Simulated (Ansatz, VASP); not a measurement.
One calculation of TlAgTe2, two programs

File INCAR:

```
ALGO = Normal
EDIFF = 1E-7
ENCUT = 520
ISIF = 2
ISMEAR = -1
LASPH = T
LCHARG = T
LELF = T
LREAL = F
LVHAR = T
LWAVE = F
NBANDS = 26
NELM = 100
PREC = Accurate
SIGMA = 0.05
```

The input KPOINTS:

```
k-points
0
Gamma
  13 13 13
```

Contents of POSCAR:

```
TlAgTe2
1.0
   -1.9600000000      1.9600000000      7.5339000000
    1.9600000000     -1.9600000000      7.5339000000
    1.9600000000      1.9600000000     -7.5339000000
Tl Ag Te
1 1 2
Direct
    0.0000000000      0.0000000000      0.0000000000
    0.7500000000      0.2500000000      0.5000000000
    0.3690000000      0.3690000000      0.0000000000
    0.6310000000      0.6310000000      0.0000000000
```

Input for Ansatz:

```yaml
crystal:
  lattice:
    - [-1.96, 1.96, 7.5339]
    - [1.96, -1.96, 7.5339]
    - [1.96, 1.96, -7.5339]
  atoms:
    - { symbol: Tl, position: [0.0, 0.0, 0.0] }
    - { symbol: Ag, position: [0.75, 0.25, 0.5] }
    - { symbol: Te, position: [0.369, 0.369, 0.0] }
    - { symbol: Te, position: [0.631, 0.631, 0.0] }
kpoints:
  mp_grid: { grid: [13, 13, 13] }
  band_path:
    path:
      - [0.0, 0.0, 0.0]
      - [0.0, 0.0, 0.5]
      - [0.25, 0.25, 0.25]
      - [0.0, 0.5, 0.0]
      - [0.0, 0.0, 0.0]
      - [0.5, 0.5, -0.5]
      - [0.266920471, 0.733079529, -0.266920471]
      - [-0.266920471, 0.266920471, 0.266920471]
      - [0.0, 0.0, 0.0]
    npoints: 5
scf:
  occupations: { method: fermi_dirac, width: 0.05 }
hamiltonian:
  xc: lda
  pseudopotentials: { kind: all_electron, lapw: { basis_error: 0.0005 } }
output:
  forces: true
  stress: true
  eigenvalues: true
```

Change from the starting cell: zz strain of -1 %.

Alike in both runs: task single point; functional LDA; k mesh 13 × 13 × 13; occupations fermi-dirac, width 0.05 eV; no spin polarisation.

|  | VASP | Ansatz |
| --- | --- | --- |
| version | VASP 6.6.1 | Ansatz 0.2.0 |
| potentials or method | VASP PAW LDA potentials, release 64 (Tl_d, Ag, Te), cutoff 520 eV | all-electron LAPW, scalar-relativistic |

```csv
,VASP,Ansatz,Ansatz less VASP
pressure (GPa),-0.8,-0.8,-0.02
"traceless stress, the component that is largest in VASP (GPa)",1.82,1.80,-0.024
rms of the force components (eV/Å),0.085,0.081,-0.0047
```

LDA's correlation is that of Perdew and Zunger in VASP and of Perdew and Wang (1992) in Ansatz. Atom by atom the forces differ by 0.005 eV/Å (rms over components). Ansatz ran all-electron here, and VASP with PAW potentials.

Neither program's run includes spin-orbit coupling.
